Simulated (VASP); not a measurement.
Input of a VASP 6.6.1 run:

File INCAR:

```
ALGO = Normal
EDIFF = 1E-6
EDIFFG = -0.01
ENCUT = 600
GGA = PS
IBRION = 2
ISIF = 3
ISMEAR = -1
ISPIN = 2
LASPH = T
LCHARG = F
LMAXMIX = 4
LORBIT = 11
LREAL = F
LWAVE = F
MAGMOM = 0.8 -0.8
NELM = 150
NSW = 80
PREC = Accurate
SIGMA = 0.05
```

KPOINTS

```
k-points
0
Gamma
  13 13 9
```

POSCAR

```
Ni
1.0
    2.4917594441      0.0000000000      0.0000000000
    0.0000000000      2.4917594441      0.0000000000
    0.0000000000      0.0000000000      3.5238800000
Ni
2
Direct
    0.0000000000      0.0000000000      0.0000000000
    0.5000000000      0.5000000000      0.5000000000
```

Potentials or basis: VASP PAW PBE potentials, release 64 (Ni).

Launch:

```bash
$ cat potpaw_PBE.64/Ni/POTCAR > POTCAR
$ mpirun -np 1 vasp_std > vasp.out
```

**Question.** Predict the space group after relaxing (to 0.05 Å).

**Answer.** Fm-3m (No. 225).

**Question.** Estimate the relaxed volume.

**Answer.** 10.33 Å³/atom.

Step by step:
```
step  energy change (eV)  largest force (eV/Å)  pressure (GPa)  volume (Å³)
   1              0.0000                0.0000          -11.59        21.88
   2              0.0077                0.0000           15.83        19.47
   3             -0.0471                0.0000           -0.09        20.66
```

Caveat: the PAW data sets were made with another functional, which shifts forces and pressure a little.
